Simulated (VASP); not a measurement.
Here is a VASP 6.6.1 calculation.

INCAR

```
PREC     = Accurate       # precision mode
ENCUT    = 520            # plane-wave cutoff, eV
EDIFF    = 1E-6           # SCF threshold, eV
ISMEAR   = 0              # smearing method
SIGMA    = 0.1            # smearing width, eV
LREAL    = F              # projectors in reciprocal space
LASPH    = T              # aspherical terms in the spheres
NELM     = 100            # most SCF steps
ALGO     = Fast           # electronic algorithm
ISIF     = 2              # what is computed and relaxed
LWAVE    = F              # write WAVECAR
LCHARG   = F              # write CHGCAR
GGA      = PE             # functional
NBANDS   = 32             # bands
```

Contents of KPOINTS:

```
regular mesh
0
Gamma
  10 10 8
```

POSCAR

```
ScPt3S
1.0
    3.9742072986      0.0000000000      0.0000000000
    0.0000000000      3.9742072986      0.0000000000
    0.0000000000      0.0000000000      5.7401564362
Sc Pt S
1 3 1
Direct
    0.0000000000      0.0000000000      0.1088383153
    0.5000000000      0.5000000000      0.1087518597
    0.0000000000      0.5000000000      0.4541720440
    0.5000000000      0.0000000000      0.4541720440
    0.5000000000      0.5000000000      0.7159657671
```

Potentials or basis: VASP PAW PBE potentials, release 64 (Sc_sv, Pt, S).

Run with:

```sh
$ cat potpaw_PBE.64/Sc_sv/POTCAR potpaw_PBE.64/Pt/POTCAR potpaw_PBE.64/S/POTCAR > POTCAR
$ mpirun -np 1 vasp_std > vasp.out
```

(1) What does it give for the band gap on the k mesh?

(2) Predict the largest force.

(3) Predict the pressure.

Answers

(1) zero (an odd number of electrons rules out a gap without spin polarisation).

(2) 0.008 eV/Å.

(3) -0.1 GPa.

Caveat: spin-orbit coupling is left out, which moves the levels of the heavy elements.
